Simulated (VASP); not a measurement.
Li4TmGe:

```
CELL_PARAMETERS angstrom
3.04379 0.00000 0.00000
0.00000 3.04379 0.00000
0.00000 0.00000 8.87810
ATOMIC_POSITIONS crystal
Li 0.50000 0.50000 0.24333
Li 0.00000 0.00000 0.74408
Li 0.50000 0.50000 0.91825
Li 0.00000 0.00000 0.07552
Tm 0.00000 0.00000 0.37210
Ge 0.50000 0.50000 0.64672
```

The cell was generated, and may not be a known phase.

| Item | Value |
| --- | --- |
| Program | VASP 6.6.1 |
| Task | relaxation of cell and atoms |
| Functional | PBE |
| Potentials or basis | VASP PAW PBE potentials, release 64 (Li_sv, Tm_3, Ge_d), 4f in core |
| Cutoff | 750 eV |
| k mesh | 5 × 5 × 2 |
| Occupations | gaussian, width 0.2 eV |
| Spin | no spin polarisation |

At the start: pressure 20.9 GPa; volume 13.71 Å³/atom.

How do energy, volume and symmetry change on relaxing?

Over 13 steps the energy falls by 598.6 meV/atom and the volume is 20.03 Å³/atom (+46.1 %); space group P4mm (No. 99, to 0.1 Å) before and after.

The path:
```
step  energy change (eV)  largest force (eV/Å)  pressure (GPa)  volume (Å³)
   1              0.0000                4.0068           20.88        82.25
   2             -2.7425                2.2534            3.49       105.32
   3             -3.1252                1.6714           -0.38       116.81
   4             -3.1839                1.4547           -1.67       122.45
   5             -3.1884                1.4070           -1.96       123.85
   6             -3.3820                0.9962           -1.06       120.38
   7             -3.4913                0.3590            1.15       115.24
   8             -3.4934                0.3559            0.77       115.94
   9             -3.5275                0.3151            0.49       117.61
  10             -3.5596                0.2744           -0.05       121.57
  11             -3.5741                0.1587           -0.25       121.90
  12             -3.5834                0.1729           -0.54       122.39
  13             -3.5918                0.0769            0.12       120.17
```

Final structure:
```cif
data_structure
_symmetry_space_group_name_H-M 'P 1'
_symmetry_Int_Tables_number 1
_cell_length_a 3.4548
_cell_length_b 3.4548
_cell_length_c 10.0682
_cell_angle_alpha 90.000
_cell_angle_beta 90.000
_cell_angle_gamma 90.000
_cell_volume 120.17
loop_
_atom_site_label
_atom_site_type_symbol
_atom_site_fract_x
_atom_site_fract_y
_atom_site_fract_z
_atom_site_occupancy
Li1 Li 0.50000 0.50000 0.22155 1
Li2 Li 0.00000 0.00000 0.74622 1
Li3 Li 0.50000 0.50000 0.90003 1
Li4 Li 0.00000 0.00000 0.08152 1
Tm1 Tm 0.00000 0.00000 0.43832 1
Ge1 Ge 0.50000 0.50000 0.61236 1
```

Caveat: the k points lie up to 0.36 Å⁻¹ apart in the final cell, too coarse for converged energies and pressures of a metal; the volume moved by over 15 % at a fixed basis, so the end points are rough; the relaxation stopped at a loose force limit of 0.08 eV/Å, so its end isn't a converged minimum.
